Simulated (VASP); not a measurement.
# ZrO2 (Cubic zirconia) (Fm-3m) in VASP: further runs, part 2 of 2

VASP 6.6.1.

### Step 3. Single point, PBE (volume scaled by 0.840)

Contents of INCAR:

```
SYSTEM = ZrO2
ALGO = Normal
EDIFF = 1E-6
ENCUT = 600
GGA = PE
GGA_COMPAT = .False.
ISIF = 2
ISMEAR = 0
LASPH = .True.
LCHARG = .False.
LREAL = .False.
LWAVE = .False.
NBANDS = 19
NELM = 120
PREC = Accurate
SIGMA = 0.05
```

Contents of KPOINTS:

```
k-points
0
Gamma
  8 8 8
  0 0 0
```

Contents of POSCAR:

```
ZrO2
1.0
    0.0000000000      2.4134458066      2.4134458066
    2.4134458066      0.0000000000      2.4134458066
    2.4134458066      2.4134458066      0.0000000000
Zr O
1 2
Direct
    0.0000000000      0.0000000000      0.0000000000
    0.2500000000      0.2500000000      0.2500000000
    0.7500000000      0.7500000000      0.7500000000
```

Potentials or basis: VASP PAW PBE potentials, release 64 (Zr_sv, O).

The run is started by

```console
$ cat potpaw_PBE.64/Zr_sv/POTCAR potpaw_PBE.64/O/POTCAR > POTCAR
$ mpirun -np 1 vasp_std > vasp.out
```

OUTCAR:

```text
SYSTEM = ZrO2
   EDIFF = 1E-6
   ENCUT = 600
   GGA = PE
   ISIF = 2
   ISMEAR = 0
   LASPH = .True.
   LREAL = .False.
   NELM = 120
   PREC = Accurate

 ion  position               nearest neighbor table
   1  0.000  0.000  0.000-   3 2.09   3 2.09   3 2.09   2 2.09   2 2.09   2 2.09   3 2.09   2 2.09

   2  0.250  0.250  0.250-   1 2.09   1 2.09   1 2.09   1 2.09
   3  0.750  0.750  0.750-   1 2.09   1 2.09   1 2.09   1 2.09

  LATTYP: Found a face centered cubic cell.
 ALAT       =     4.8268916132

  Lattice vectors:

 A1 = (   0.0000000000,   2.4134458066,   2.4134458066)
 A2 = (   2.4134458066,   0.0000000000,   2.4134458066)
 A3 = (   2.4134458066,   2.4134458066,   0.0000000000)

Analysis of symmetry for initial positions (statically):
=====================================================================
 Subroutine PRICEL returns:
 Original cell was already a primitive cell.

 Routine SETGRP: Setting up the symmetry group for a
 face centered cubic supercell.

 Subroutine GETGRP returns: Found 48 space group operations
 (whereof 48 operations were pure point group operations)
[... 163 lines left out ...]

  energy without entropy =      -27.69564861  energy(sigma->0) =      -27.69564861

 E-fermi :   9.3604     XC(G=0): -12.6641

 val. band max:        9.1406513514   @ k =   0.5000   0.5000   0.0000
 cond. band min:      12.9075177193   @ k =   0.0000   0.0000   0.0000
 fundamental gap:      3.7668663679
 Fermi energy:         9.3603681142

 k-point     1 :       0.0000    0.0000    0.0000
  band No.  band energies     occupation
      1     -38.2337      2.00000
      2     -16.0522      2.00000
      3     -16.0522      2.00000
      4     -16.0522      2.00000
      5      -9.8188      2.00000
      6      -6.6813      2.00000
[... 505 lines left out ...]
      6      -7.0290      2.00000
[... 11 lines left out ...]
     18      20.7846      0.00000
     19      26.3190      0.00000

 [... further k-points ...]

------------------------ aborting loop because EDIFF is reached ----------------------------------------

  FORCE on cell =-STRESS in cart. coord.  units (eV):
  Direction    XX          YY          ZZ          XY          YZ          ZX
  --------------------------------------------------------------------------------------
  -------------------------------------------------------------------------------------
  Total       10.4787618     10.4787618     10.4787618      0.0000000      0.0000000      0.0000000
  in kB      597.1423913    597.1423913    597.1423913      0.0000000      0.0000000      0.0000000
  external PRESSURE =     597.1423913 kB  Pullay stress =       0.0000000 kB

 VOLUME and BASIS-vectors are now :
 -----------------------------------------------------------------------------
  energy-cutoff  :      600.00
  volume of cell :       28.12
      direct lattice vectors                 reciprocal lattice vectors
     0.000000000  2.413445807  2.413445807    -0.207172665  0.207172665  0.207172665
     2.413445807  0.000000000  2.413445807     0.207172665 -0.207172665  0.207172665
     2.413445807  2.413445807  0.000000000     0.207172665  0.207172665 -0.207172665

 POSITION                                       TOTAL-FORCE (eV/Angst)
 -----------------------------------------------------------------------------------
      0.00000      0.00000      0.00000         0.000000     -0.000000      0.000000
      1.20672      1.20672      1.20672        -0.000000     -0.000000     -0.000000
      3.62017      3.62017      3.62017         0.000000      0.000000      0.000000
 -----------------------------------------------------------------------------------
    total drift:                                0.000000      0.000000      0.000000

  FREE ENERGIE OF THE ION-ELECTRON SYSTEM (eV)
  ---------------------------------------------------
  free  energy   TOTEN  =       -27.6956486081 eV

  energy  without entropy=      -27.6956486081  energy(sigma->0) =      -27.69564861
```

OSZICAR:

```text
N       E                     dE             d eps       ncg     rms          rms(c)
DAV:   1     0.203569093395E+03    0.20357E+03   -0.16247E+04  1102   0.149E+03
DAV:   2    -0.237190788339E+02   -0.22729E+03   -0.22195E+03  1304   0.379E+02
DAV:   3    -0.333886737144E+02   -0.96696E+01   -0.96131E+01  1525   0.748E+01
DAV:   4    -0.337351915961E+02   -0.34652E+00   -0.34578E+00  1464   0.106E+01
DAV:   5    -0.337397444289E+02   -0.45528E-02   -0.45526E-02  1413   0.128E+00    0.344E+01
DAV:   6    -0.276749972688E+02    0.60647E+01   -0.20371E+01  1176   0.408E+01    0.128E+01
DAV:   7    -0.277048971323E+02   -0.29900E-01   -0.95914E-01  1410   0.730E+00    0.982E+00
DAV:   8    -0.277228646220E+02   -0.17967E-01   -0.32465E-01  1239   0.532E+00    0.513E+00
DAV:   9    -0.276950843906E+02    0.27780E-01   -0.10015E-01  1197   0.255E+00    0.317E-01
DAV:  10    -0.276958202711E+02   -0.73588E-03   -0.51062E-03  1280   0.762E-01    0.525E-01
DAV:  11    -0.276956342871E+02    0.18598E-03   -0.74512E-04  1219   0.303E-01    0.614E-02
DAV:  12    -0.276956464391E+02   -0.12152E-04   -0.30685E-05  1352   0.453E-02    0.808E-02
DAV:  13    -0.276956481622E+02   -0.17230E-05   -0.20939E-05  1165   0.441E-02    0.570E-03
DAV:  14    -0.276956486081E+02   -0.44595E-06   -0.96891E-07   938   0.106E-02
   1 F= -.27695649E+02 E0= -.27695649E+02  d E =-.679111E-12
```

stdout:

```text
POSCAR found type information on POSCAR ZrO
 POSCAR found :  2 types and       3 ions
 scaLAPACK will be used
 LDA part: xc-table for (Slater+PW92), standard interpolation
 POSCAR, INCAR and KPOINTS ok, starting setup
 FFT: planning ... GRIDC
 FFT: planning ... GRID_SOFT
 FFT: planning ... GRID
 WAVECAR not read
 entering main loop
```

Wall time 33 s (1 thread of Intel Xeon 8259CL, shared host); peak memory 0.16 GiB.

Results:

* Free energy: -27.6956 eV
* Pressure: 59.7 GPa
* Band gap on the k mesh: 3.77 eV, indirect (least direct gap 4.36 eV)

### Step 4. Single point, PBE (volume scaled by 0.880)

Contents of INCAR:

```
SYSTEM = ZrO2
PREC = Accurate
ENCUT = 600
EDIFF = 1E-6
ISMEAR = 0
SIGMA = 0.05
LREAL = .FALSE.
LASPH = .TRUE.
NELM = 120
ALGO = Normal
ISIF = 2
LWAVE = .FALSE.
LCHARG = .TRUE.
GGA = PE
LELF = .TRUE.
LVHAR = .TRUE.
NBANDS = 19
GGA_COMPAT = .FALSE.
```

Contents of KPOINTS:

```
regular mesh
0
G
  8 8 8
  0 0 0
```

Contents of POSCAR:

```
ZrO2
1.0
    0.0000000000      2.4511619893      2.4511619893
    2.4511619893      0.0000000000      2.4511619893
    2.4511619893      2.4511619893      0.0000000000
Zr O
1 2
Direct
    0.0000000000      0.0000000000      0.0000000000
    0.2500000000      0.2500000000      0.2500000000
    0.7500000000      0.7500000000      0.7500000000
```

The run is started by

```console
$ cat potpaw_PBE.64/Zr_sv/POTCAR potpaw_PBE.64/O/POTCAR > POTCAR
$ mpirun -np 1 vasp_std > vasp.out
```

It took 35 s on 1 thread of Intel Xeon 8259CL, shared host; peak memory 0.16 GiB.

It converged, with:

| Quantity | Value |
| --- | --- |
| Free energy | -28.1131 eV |
| Pressure | 39.8 GPa |
| Band gap on the k mesh | 3.65 eV, indirect (least direct gap 4.21 eV) |

Levels at points of the mesh, in eV from the valence-band top:
```csv
k point,band 9,band 10,band 11,band 12,band 13,band 14,band 15,band 16
"(0.00, 0.00, 0.00)",-5.92,-0.57,-0.57,-0.57,3.65,3.65,7.43,10.81
"(0.50, 0.00, 0.00)",-2.73,-2.57,-1.72,-1.72,4.44,4.44,7.18,9.38
"(0.50, 0.50, 0.00)",-3.31,-1.68,-1.68,0.00,4.21,5.36,6.91,8.30
```

### Step 5. Single point, PBE (volume scaled by 0.920)

Contents of INCAR:

```
  PREC = Accurate
  ENCUT = 600
  EDIFF = 1E-6
  ISMEAR = 0
  SIGMA = 0.05
  LREAL = F
  LASPH = T
  NELM = 120
  ALGO = Normal
  ISIF = 2
  LWAVE = F
  LCHARG = F
  GGA = PE
  NBANDS = 19
  GGA_COMPAT = F
```

Contents of KPOINTS:

```
regular mesh
0
Gamma
  8 8 8
```

Contents of POSCAR:

```
ZrO2
1.0
    0.0000000000      2.4877518911      2.4877518911
    2.4877518911      0.0000000000      2.4877518911
    2.4877518911      2.4877518911      0.0000000000
Zr O
1 2
Direct
    0.0000000000      0.0000000000      0.0000000000
    0.2500000000      0.2500000000      0.2500000000
    0.7500000000      0.7500000000      0.7500000000
```

Potentials or basis: VASP PAW PBE potentials, release 64 (Zr_sv, O).

The run is started by

```console
$ cat potpaw_PBE.64/Zr_sv/POTCAR potpaw_PBE.64/O/POTCAR > POTCAR
$ mpirun -np 1 vasp_std > vasp.out
```

OUTCAR:

```text
PREC = Accurate
   ENCUT = 600
   EDIFF = 1E-6
   ISMEAR = 0
   LREAL = F
   LASPH = T
   NELM = 120
   ISIF = 2
   GGA = PE

 ion  position               nearest neighbor table
   1  0.000  0.000  0.000-   3 2.15   3 2.15   3 2.15   2 2.15   2 2.15   2 2.15   3 2.15   2 2.15

   2  0.250  0.250  0.250-   1 2.15   1 2.15   1 2.15   1 2.15
   3  0.750  0.750  0.750-   1 2.15   1 2.15   1 2.15   1 2.15

  LATTYP: Found a face centered cubic cell.
 ALAT       =     4.9755037822

  Lattice vectors:

 A1 = (   0.0000000000,   2.4877518911,   2.4877518911)
 A2 = (   2.4877518911,   0.0000000000,   2.4877518911)
 A3 = (   2.4877518911,   2.4877518911,   0.0000000000)

Analysis of symmetry for initial positions (statically):
=====================================================================
 Subroutine PRICEL returns:
 Original cell was already a primitive cell.

 Routine SETGRP: Setting up the symmetry group for a
 face centered cubic supercell.

 Subroutine GETGRP returns: Found 48 space group operations
 (whereof 48 operations were pure point group operations)
[... 163 lines left out ...]

  energy without entropy =      -28.38024115  energy(sigma->0) =      -28.38024115

 E-fermi :   8.2363     XC(G=0): -12.1544

 val. band max:        8.0147715832   @ k =   0.5000   0.5000   0.0000
 cond. band min:      11.5533349529   @ k =   0.0000   0.0000   0.0000
 fundamental gap:      3.5385633697
 Fermi energy:         8.2363284847

 k-point     1 :       0.0000    0.0000    0.0000
  band No.  band energies     occupation
      1     -39.7546      2.00000
      2     -17.5807      2.00000
      3     -17.5807      2.00000
      4     -17.5807      2.00000
      5     -10.5097      2.00000
      6      -7.7011      2.00000
[... 505 lines left out ...]
      6      -8.2186      2.00000
[... 11 lines left out ...]
     18      19.0847      0.00000
     19      23.6816      0.00000

 [... further k-points ...]

------------------------ aborting loop because EDIFF is reached ----------------------------------------

  FORCE on cell =-STRESS in cart. coord.  units (eV):
  Direction    XX          YY          ZZ          XY          YZ          ZX
  --------------------------------------------------------------------------------------
  -------------------------------------------------------------------------------------
  Total        4.5475203      4.5475203      4.5475203     -0.0000000     -0.0000000      0.0000000
  in kB      236.6105145    236.6105145    236.6105145     -0.0000000     -0.0000000      0.0000000
  external PRESSURE =     236.6105145 kB  Pullay stress =       0.0000000 kB

 VOLUME and BASIS-vectors are now :
 -----------------------------------------------------------------------------
  energy-cutoff  :      600.00
  volume of cell :       30.79
      direct lattice vectors                 reciprocal lattice vectors
     0.000000000  2.487751891  2.487751891    -0.200984673  0.200984673  0.200984673
     2.487751891  0.000000000  2.487751891     0.200984673 -0.200984673  0.200984673
     2.487751891  2.487751891  0.000000000     0.200984673  0.200984673 -0.200984673

 POSITION                                       TOTAL-FORCE (eV/Angst)
 -----------------------------------------------------------------------------------
      0.00000      0.00000      0.00000         0.000000     -0.000000     -0.000000
      1.24388      1.24388      1.24388        -0.000000     -0.000000     -0.000000
      3.73163      3.73163      3.73163         0.000000      0.000000      0.000000
 -----------------------------------------------------------------------------------
    total drift:                                0.000000      0.000000      0.000000

  FREE ENERGIE OF THE ION-ELECTRON SYSTEM (eV)
  ---------------------------------------------------
  free  energy   TOTEN  =       -28.3802411467 eV

  energy  without entropy=      -28.3802411467  energy(sigma->0) =      -28.38024115
```

Wall time 36 s (1 thread of Intel Xeon 8259CL, shared host); peak memory 0.17 GiB.

What came out:

| Quantity | Value |
| --- | --- |
| Free energy | -28.3802 eV |
| Pressure | 23.7 GPa |
| Band gap on the k mesh | 3.54 eV, indirect (least direct gap 4.04 eV) |

### Step 6. Single point, PBE (volume scaled by 0.960)

Contents of INCAR:

```
PREC = Accurate
ENCUT = 600
EDIFF = 1E-6
ISMEAR = 0
SIGMA = 0.05
LREAL = False
LASPH = True
NELM = 120
ALGO = Normal
ISIF = 2
LWAVE = False
LCHARG = False
GGA = PE
NBANDS = 19
GGA_COMPAT = False
```

KPOINTS is that of step 5.

Contents of POSCAR:

```
ZrO2
1.0
    0.0000000000      2.5232960060      2.5232960060
    2.5232960060      0.0000000000      2.5232960060
    2.5232960060      2.5232960060      0.0000000000
Zr O
1 2
Direct
    0.0000000000      0.0000000000      0.0000000000
    0.2500000000      0.2500000000      0.2500000000
    0.7500000000      0.7500000000      0.7500000000
```

Potentials or basis: VASP PAW PBE potentials, release 64 (Zr_sv, O).

The run is started by

```console
$ cat potpaw_PBE.64/Zr_sv/POTCAR potpaw_PBE.64/O/POTCAR > POTCAR
$ mpirun -np 1 vasp_std > vasp.out
```

Run time: 49 s. Hardware: 1 thread of Intel Xeon 8259CL, shared host; peak memory 0.18 GiB.

The run converged. Its results:

| Item | Value |
| --- | --- |
| Free energy | -28.5260 eV |
| Pressure | 10.6 GPa |
| Band gap on the k mesh | 3.42 eV, indirect (least direct gap 3.89 eV) |

Levels at points of the mesh, in eV from the valence-band top:
| k point | band 8 | band 9 | band 10 | band 11 | band 12 | band 13 | band 14 | band 15 | band 16 | band 17 |
| --- | --- | --- | --- | --- | --- | --- | --- | --- | --- | --- |
| (0.00, 0.00, 0.00) | -5.38 | -5.38 | -0.54 | -0.54 | -0.54 | 3.42 | 3.42 | 6.77 | 9.68 | 9.68 |
| (0.50, 0.00, 0.00) | -4.34 | -2.58 | -2.50 | -1.66 | -1.66 | 4.10 | 4.10 | 6.32 | 8.73 | 8.73 |
| (0.50, 0.50, 0.00) | -3.19 | -3.19 | -1.55 | -1.55 | 0.00 | 3.89 | 4.88 | 6.07 | 7.50 | 7.50 |

 A k mesh can miss the band edges.

### Step 7. The runs side by side

| cell | gap on the mesh (eV) | pressure (GPa) |
| --- | --- | --- |
| a = 3.358 Å, angles 60.0°, 3 atoms | 3.88 | 84.5 |
| a = 3.413 Å, angles 60.0°, 3 atoms | 3.77 | 59.7 |
| a = 3.466 Å, angles 60.0°, 3 atoms | 3.65 | 39.8 |
| a = 3.518 Å, angles 60.0°, 3 atoms | 3.54 | 23.7 |
| a = 3.568 Å, angles 60.0°, 3 atoms | 3.42 | 10.6 |

Alike in all rows: task single point; level PBE; potentials or basis VASP PAW PBE potentials, release 64 (Zr_sv, O); no spin polarisation; k mesh 8 × 8 × 8; cutoff (eV) 600; smearing gaussian 0.05 eV.

Absolute energies hang on the potentials; compare differences alone.
